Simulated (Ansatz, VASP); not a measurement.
# Two plane-wave programs on AlPt

INCAR

```
PREC     = Accurate       # precision mode
ENCUT    = 520            # plane-wave cutoff, eV
EDIFF    = 1E-6           # SCF threshold, eV
ISMEAR   = 0              # smearing method
SIGMA    = 0.15           # smearing width, eV
LREAL    = False          # projectors in reciprocal space
LASPH    = True           # aspherical terms in the spheres
NELM     = 60             # most SCF steps
ALGO     = Fast           # electronic algorithm
ISIF     = 2              # what is computed and relaxed
LWAVE    = False          # write WAVECAR
LCHARG   = False          # write CHGCAR
GGA      = PS             # functional
NBANDS   = 36             # bands
```

File KPOINTS:

```
regular mesh
0
Gamma
  8 8 8
```

The input POSCAR:

```
AlPt
1.0
    4.8685043982      0.0000000000      0.0000000000
    0.0000000000      4.8685043982      0.0000000000
    0.0000000000      0.0000000000      4.8685043982
Al Pt
4 4
Direct
    0.8444606005      0.8444606005      0.8444606005
    0.6555393995      0.1555393995      0.3444606005
    0.3444606005      0.6555393995      0.1555393995
    0.1555393995      0.3444606005      0.6555393995
    0.1480533702      0.1480533702      0.1480533702
    0.3519466298      0.8519466298      0.6480533702
    0.6480533702      0.3519466298      0.8519466298
    0.8519466298      0.6480533702      0.3519466298
```

Input for Ansatz:

```yaml
crystal:
  lattice:
    - [4.8685043982, 0.0, 0.0]
    - [0.0, 4.8685043982, 0.0]
    - [0.0, 0.0, 4.8685043982]
  atoms:
    - { symbol: Al, position: [0.8444606005, 0.8444606005, 0.8444606005] }
    - { symbol: Al, position: [0.6555393995, 0.1555393995, 0.3444606005] }
    - { symbol: Al, position: [0.3444606005, 0.6555393995, 0.1555393995] }
    - { symbol: Al, position: [0.1555393995, 0.3444606005, 0.6555393995] }
    - { symbol: Pt, position: [0.1480533702, 0.1480533702, 0.1480533702] }
    - { symbol: Pt, position: [0.3519466298, 0.8519466298, 0.6480533702] }
    - { symbol: Pt, position: [0.6480533702, 0.3519466298, 0.8519466298] }
    - { symbol: Pt, position: [0.8519466298, 0.6480533702, 0.3519466298] }
basis:
  ecutwfc: 420
kpoints:
  mp_grid: { grid: [8, 8, 8] }
hamiltonian:
  xc: pbesol
scf:
  occupations: { method: gaussian, width: 0.15 }
output:
  forces: true
  stress: true
  eigenvalues: true
```

Change from the starting cell: mode 4 (98.1 1/cm) frozen in, largest displacement +0.050 Å.

Alike in both runs: task single point; functional PBEsol; k mesh 8 × 8 × 8; occupations gaussian, width 0.15 eV; no spin polarisation.

|  | VASP | Ansatz |
| --- | --- | --- |
| version | VASP 6.6.1 | Ansatz 0.2.0 |
| potentials or method | VASP PAW PBE potentials, release 64 (Al, Pt), cutoff 520 eV | scalar-relativistic, plane waves, PAW |
| valence electrons in the cell | 52 | 84 |

Ansatz gave:

| Quantity | Value |
| --- | --- |
| gap on the k mesh at the Fermi level (eV) | none |
| pressure (GPa) | 0.3 |
| rms of the force components (eV/Å) | 0.134 |

Problem. Estimate VASP's values.

Solution. gap on the k mesh at the Fermi level (eV): none; pressure (GPa): 0.2; rms of the force components (eV/Å): 0.137.

VASP's potentials were made for PBE, not for PBEsol. Atom by atom the forces differ by 0.003 eV/Å (rms over components). A gap of «none» marks a metal or a gap that the smearing closes. With one functional, cell and mesh, what is left measures potentials, basis and numerics. VASP's potentials hold 52 valence electrons a cell and Ansatz's 84, so a difference there can come from the potentials and not from the codes.

Neither program's run includes spin-orbit coupling.
